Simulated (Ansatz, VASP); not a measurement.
**Two plane-wave programs on SiC**

```
Si C
1.0
     3.09500    0.00000    0.00000
    -1.54750    2.68035    0.00000
     0.00000    0.00000   15.18658
Si C
6 6
Cartesian
  0.0000 1.7869 12.6503
  1.5475 0.8934 5.0570
  1.5475 0.8934 10.1219
  0.0000 1.7869 2.5286
  0.0000 0.0000 7.5891
  0.0000 0.0000 15.1824
  0.0000 0.0000 13.2787
  0.0000 0.0000 5.6854
  0.0000 1.7869 10.7521
  1.5475 0.8934 3.1588
  1.5475 0.8934 8.2237
  0.0000 1.7869 0.6304
```

Alike in both runs: functional PBE; k mesh 12 × 12 × 2; occupations gaussian, width 0.02 eV; no spin polarisation.

Ansatz relaxed the structure, and its values are those at the end. VASP's run is a single point on that final structure, the one shown.

|  | VASP | Ansatz |
| --- | --- | --- |
| version | VASP 6.6.1 | Ansatz 0.2.0 |
| potentials or method | VASP PAW PBE potentials, release 64 (Si, C), cutoff 520 eV | scalar-relativistic, plane waves, PAW |
| valence electrons in the cell | 48 | 48 |

```tsv
	VASP	Ansatz	Ansatz less VASP
gap on the k mesh at the Fermi level (eV)	2.03	2.03	+0.002
least direct gap on the mesh (eV)	3.12	3.13	+0.002
pressure (GPa)	0.0	0.0	+0.05
```

With one functional, cell and mesh, what is left measures potentials, basis and numerics.
